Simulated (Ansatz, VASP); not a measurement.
# AlNi in VASP and in Ansatz

INCAR

```
SYSTEM = AlNi
ALGO = Fast
EDIFF = 1E-6
ENCUT = 520
GGA = PS
ISIF = 2
ISMEAR = 0
LASPH = .True.
LCHARG = .True.
LELF = .True.
LREAL = .False.
LVHAR = .True.
LWAVE = .False.
NBANDS = 14
NELM = 80
PREC = Accurate
SIGMA = 0.15
```

The input KPOINTS:

```
k-points
0
Gamma
  24 24 24
  0 0 0
```

POSCAR

```
AlNi
1.0
    1.9887203192     -1.9887416704      0.0000000000
    1.9887203192      1.9887416704      0.0000000000
    0.0000000000      0.0000000000      2.9642759259
Al Ni
1 1
Direct
    0.0000000000      0.0000000000      0.0000000000
    0.5000000000      0.5000000000      0.5000000000
```

Input for Ansatz:

```yaml
crystal:
  lattice:
    - [1.9887203192, -1.9887416704, 0.0]
    - [1.9887203192, 1.9887416704, 0.0]
    - [0.0, 0.0, 2.9642759259]
  atoms:
    - { symbol: Al, position: [0.0, 0.0, 0.0] }
    - { symbol: Ni, position: [0.5, 0.5, 0.5] }
basis:
  ecutwfc: 420
kpoints:
  mp_grid: { grid: [24, 24, 24] }
hamiltonian:
  xc: pbesol
scf:
  occupations: { method: gaussian, width: 0.15 }
output:
  forces: true
  stress: true
  eigenvalues: true
```

Alike in both runs: task single point; functional PBEsol; k mesh 24 × 24 × 24; occupations gaussian, width 0.15 eV; no spin polarisation.

```csv
,VASP,Ansatz
version,VASP 6.6.1,Ansatz 0.2.0
potentials or method,"VASP PAW PBE potentials, release 64 (Al, Ni), cutoff 520 eV","scalar-relativistic, plane waves, PAW"
valence electrons in the cell,13,21
```

```tsv
	VASP	Ansatz	Ansatz less VASP
gap on the k mesh at the Fermi level (eV)	none	none	-
pressure (GPa)	0.6	0.1	-0.41
traceless stress, the component that is largest in VASP (GPa)	-2.32	-2.25	+0.070
```

VASP's potentials were made for PBE, not for PBEsol. A gap of «none» marks a metal or a gap that the smearing closes. VASP's potentials hold 13 valence electrons a cell and Ansatz's 21, so a difference there can come from the potentials and not from the codes. Ansatz's warnings: near symmetry operations not taken.
